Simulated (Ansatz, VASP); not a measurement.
## One calculation of Ir, two programs

```
Ir
1.0
     0.00000    1.92696    1.92696
     1.92696    0.00000    1.92696
     1.92696    1.92696    0.00000
Ir
1
Direct
  0.00000 0.00000 0.00000
```

Alike in both runs: task single point; functional PBEsol; k mesh 8 × 8 × 8; occupations gaussian, width 0.1 eV; no spin polarisation.

|  | VASP | Ansatz |
| --- | --- | --- |
| version | VASP 6.6.1 | Ansatz 0.2.0 |
| potentials or method | VASP PAW PBE potentials, release 64 (Ir), cutoff 500 eV | scalar-relativistic, plane waves, PAW |
| valence electrons in the cell | 9 | 17 |

VASP gave:

- gap on the k mesh at the Fermi level (eV): none
- pressure (GPa): -4.6

Task: What did Ansatz give for the same quantities?

Result: gap on the k mesh at the Fermi level (eV): none; pressure (GPa): -5.4.

VASP's potentials were made for PBE, not for PBEsol. A gap of «none» marks a metal or a gap that the smearing closes. The functional is the same, so the differences come from potentials, cutoffs and numerics. VASP's potentials hold 9 valence electrons a cell and Ansatz's 17, so a difference there can come from the potentials and not from the codes.

Neither program's run includes spin-orbit coupling.
